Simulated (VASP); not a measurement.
# HfC (zincblende type) (F-43m) in VASP: further runs, part 2 of 2

VASP 6.6.1.

## Step 3: Relaxation of cell and atoms, PBE, target pressure 0.032 GPa, at which the enthalpy is minimised

This run uses another cell than the first one, of 16.03 Å³/atom.

The input, INCAR:

```
PREC = Accurate
ENCUT = 600
EDIFF = 1E-6
ISMEAR = -1
SIGMA = 0.1
LREAL = F
LASPH = T
NELM = 60
ALGO = Normal
ISIF = 3
LWAVE = F
LCHARG = F
GGA = PE
IBRION = 2
NSW = 32
EDIFFG = -0.005
PSTRESS = 0.32
```

The input, KPOINTS:

```
Automatic mesh
0
Gamma
  13 13 13
```

The input, POSCAR:

```
HfC
1.0
    0.0000000000      2.5216763964      2.5216763964
    2.5216763964      0.0000000000      2.5216763964
    2.5216763964      2.5216763964      0.0000000000
Hf C
1 1
Direct
    0.0000000000      0.0000000000      0.0000000000
    0.2500000000      0.2500000000      0.2500000000
```

Potentials or basis: VASP PAW PBE potentials, release 64 (Hf_pv, C).

Launch:

```sh
$ cat potpaw_PBE.64/Hf_pv/POTCAR potpaw_PBE.64/C/POTCAR > POTCAR
$ mpirun -np 1 vasp_std > vasp.out
```

OUTCAR:

```text
PREC = Accurate
   ENCUT = 600
   EDIFF = 1E-6
   ISMEAR = -1
   LREAL = F
   LASPH = T
   NELM = 60
   ISIF = 3
   GGA = PE
   IBRION = 2
   NSW = 32
   EDIFFG = -0.005
   PSTRESS = 0.32

 ion  position               nearest neighbor table
   1  0.000  0.000  0.000-   2 2.18   2 2.18   2 2.18   2 2.18
   2  0.250  0.250  0.250-   1 2.18   1 2.18   1 2.18   1 2.18

  LATTYP: Found a face centered cubic cell.
 ALAT       =     5.0433527928

  Lattice vectors:

 A1 = (   0.0000000000,   2.5216763964,   2.5216763964)
 A2 = (   2.5216763964,   0.0000000000,   2.5216763964)
 A3 = (   2.5216763964,   2.5216763964,   0.0000000000)

Analysis of symmetry for initial positions (statically):
=====================================================================
 Subroutine PRICEL returns:
 Original cell was already a primitive cell.

 Routine SETGRP: Setting up the symmetry group for a
 face centered cubic supercell.

 Subroutine GETGRP returns: Found 24 space group operations
 (whereof 24 operations were pure point group operations)
 out of a pool of 48 trial point group operations.

The static configuration has the point symmetry T_d .

Analysis of symmetry for dynamics (positions and initial velocities):
=====================================================================
 Subroutine PRICEL returns:
 Original cell was already a primitive cell.
[... 230 lines left out ...]
--------------------------------------- Ionic step        3  -------------------------------------------

 number of electron      14.0000000 magnetization

 Free energy of the ion-electron system (eV)
  ---------------------------------------------------
  ext. energy  EPLUGINS =         0.00000000
  ---------------------------------------------------
  free energy    TOTEN  =       -19.75961528 eV

  energy without entropy =      -19.75152370  energy(sigma->0) =      -19.75556949

 E-fermi :   3.8528     XC(G=0): -10.8214

 val. band max:        3.6063843137   @ k =  -0.3077   0.4615   0.2308
 cond. band min:       4.0592946970   @ k =  -0.3077   0.4615   0.1538
 fundamental gap:      0.4529103834
 Fermi energy:         3.8528358084

 k-point     1 :       0.0000    0.0000    0.0000
  band No.  band energies     occupation
      1     -25.9617      2.00000
      2     -25.9617      2.00000
      3     -25.9617      2.00000
      4      -6.9654      2.00000
      5       1.4130      2.00000
      6       1.4130      2.00000
      7       1.4130      2.00000
      8       6.9335      0.00000
      9       7.2885      0.00000
     10       7.2885      0.00000
     11      12.8151      0.00000
[... 309 lines left out ...]
 k-point    24 :       0.4615    0.1538    0.0000
  band No.  band energies     occupation
      1     -26.2432      2.00000
      2     -26.0426      2.00000
      3     -26.0243      2.00000
      4      -5.2316      2.00000
      5       0.5670      2.00000
      6       1.8885      2.00000
      7       2.3013      2.00000
      8       6.3372      0.00000
      9       7.8789      0.00000
     10       8.1962      0.00000
     11      10.8029      0.00000

 [... further k-points ...]

------------------------ aborting loop because EDIFF is reached ----------------------------------------

  FORCE on cell =-STRESS in cart. coord.  units (eV):
  Direction    XX          YY          ZZ          XY          YZ          ZX
  --------------------------------------------------------------------------------------
  -------------------------------------------------------------------------------------
  Total        0.0043672      0.0043672      0.0043672      0.0000000      0.0000000      0.0000000
  in kB        0.2187902      0.2187902      0.2187902      0.0000000      0.0000000      0.0000000
  external PRESSURE =      -0.1012098 kB  Pullay stress =       0.3200000 kB
[... 21 lines left out ...]
  energy  without entropy=      -19.7515236969  energy(sigma->0) =      -19.75556949

  enthalpy is  TOTEN    =       -19.7532279252 eV   P V=        0.0063873568

 reached required accuracy - stopping structural energy minimisation
```

OSZICAR:

```text
N       E                     dE             d eps       ncg     rms          rms(c)
DAV:   1     0.312530113119E+02    0.31253E+02   -0.82292E+03  1848   0.131E+03
DAV:   2    -0.216939391824E+02   -0.52947E+02   -0.50236E+02  2530   0.225E+02
[... 22 lines left out ...]
   2 F= -.19753042E+02 E0= -.19748950E+02  d E =0.605334E-04
       N       E                     dE             d eps       ncg     rms          rms(c)
DAV:   1    -0.197601386549E+02   -0.73114E-03   -0.13716E-02  1911   0.111E+00    0.290E-01
DAV:   2    -0.197597461448E+02    0.39251E-03   -0.61720E-04  1923   0.231E-01    0.137E-01
DAV:   3    -0.197596150505E+02    0.13109E-03   -0.41275E-04  1947   0.172E-01    0.973E-02
DAV:   4    -0.197596152820E+02   -0.23147E-06   -0.83022E-06  2301   0.287E-02
   3 F= -.19753228E+02 E0= -.19749182E+02  d E =-.125829E-03
```

CONTCAR:

```text
HfC
   1.00000000000000
     0.0000000000000000    2.5193234430238571    2.5193234430238571
     2.5193234430238571   -0.0000000000000000    2.5193234430238571
     2.5193234430238571    2.5193234430238571   -0.0000000000000000
  Hf              C
     1     1
Direct
     0.0000000000000000    0.0000000000000000    0.0000000000000000
     0.2500000000000000    0.2500000000000000    0.2500000000000000

  0.00000000E+00  0.00000000E+00  0.00000000E+00
  0.00000000E+00  0.00000000E+00  0.00000000E+00
```

Run time: 91 s. Hardware: 1 thread of Intel Xeon 8259CL, shared host; peak memory 0.2 GiB.

What came out:

- Free energy: -19.7596 eV
- Relaxed volume: 15.99 Å³/atom
- Relaxed cell: a = 3.563 Å, b = 3.563 Å, c = 3.563 Å, α = 60.00°, β = 60.00°, γ = 60.00°
- Space group after relaxing (to 0.1 Å): F-43m (No. 216)
- Energy change on relaxing (the run minimises the enthalpy): -0.1 meV/atom
- Ionic steps: 3
- Pressure after relaxing: 0.0 GPa
- Band gap on the k mesh: 0.45 eV (least direct gap 0.47 eV)

Step by step:
```tsv
step	energy change (eV)	largest force (eV/Å)	pressure (GPa)	volume (Å³)
1	0.0000	0.0000	-0.39	32.07
2	0.0001	0.0000	0.58	31.87
3	-0.0001	0.0000	0.02	31.98
```

Final structure:
```
Hf C
1.0
     0.00000    2.51932    2.51932
     2.51932    0.00000    2.51932
     2.51932    2.51932    0.00000
Hf C
1 1
Cartesian
  0.0000 0.0000 0.0000
  1.2597 1.2597 1.2597
```

Caveat: the cell is relaxed towards a set pressure, so the run minimises the enthalpy, not the energy; spin-orbit coupling is left out, which moves the levels of the heavy elements; an odd mesh through Γ misses points on the zone boundary, where band edges can lie.
